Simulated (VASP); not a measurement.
## Hf4H3: single point with PBE

The system is Hf4H3.

```
CELL_PARAMETERS angstrom
3.23148 0.00000 0.00000
-1.61574 2.79854 0.00000
0.00000 0.00000 10.81700
ATOMIC_POSITIONS crystal
Hf 0.00000 0.00000 0.98186
Hf 0.33333 0.66667 0.25413
Hf 0.66667 0.33333 0.51314
Hf 0.33333 0.66667 0.74655
H 0.33333 0.66667 0.06400
H 0.00000 0.00000 0.18148
H 0.66667 0.33333 0.32134
```

| Property | Result |
| --- | --- |
| Program | VASP 6.6.1 |
| Task | single point |
| Functional | PBE |
| Potentials or basis | VASP PAW PBE potentials, release 64 (Hf_pv, H) |
| Cutoff | 520 eV |
| k mesh | 12 × 12 × 4 |
| Occupations | gaussian, width 0.1 eV |
| Spin | no spin polarisation |
| Dipole correction | no |
| Further INCAR settings | ALGO = Normal; EDIFF = 1e-07; NBANDS = 30 |

```json
{
 "Pressure": "-0.6 GPa",
 "Largest force": "0.011 eV/Å"
}
```

Forces on the atoms (eV/Å):
```
Hf   0.000  0.000  0.011
Hf   0.000  0.000 -0.005
Hf   0.000  0.000  0.007
Hf   0.000  0.000 -0.003
H    0.000  0.000  0.001
H    0.000  0.000  0.000
H    0.000  0.000 -0.011
```

Levels at points of the mesh, in eV from the Fermi level:
| k point | band 18 | band 19 | band 20 | band 21 | band 22 | band 23 | band 24 | band 25 | band 26 | band 27 |
| --- | --- | --- | --- | --- | --- | --- | --- | --- | --- | --- |
| (0.00, 0.00, 0.00) | -1.42 | 0.22 | 0.38 | 0.38 | 0.96 | 0.96 | 1.14 | 1.50 | 1.50 | 1.63 |
| (0.50, 0.00, 0.00) | -2.25 | -1.68 | -1.50 | -0.79 | 0.17 | 0.88 | 1.16 | 1.29 | 2.36 | 2.53 |
| (0.00, 0.00, 0.50) | -1.32 | 0.16 | 0.40 | 0.40 | 0.82 | 1.01 | 1.01 | 1.42 | 1.42 | 1.54 |
| (0.50, 0.00, 0.50) | -2.56 | -1.72 | -1.20 | -0.54 | 0.12 | 1.04 | 1.21 | 1.24 | 1.36 | 3.87 |

Wall time 5.7 min on 1 thread of Oxide Virtual Turin-like Processor, on a shared host, peak memory 0.27 GiB.

Caveat: spin-orbit coupling is left out, which moves the levels of the heavy elements.
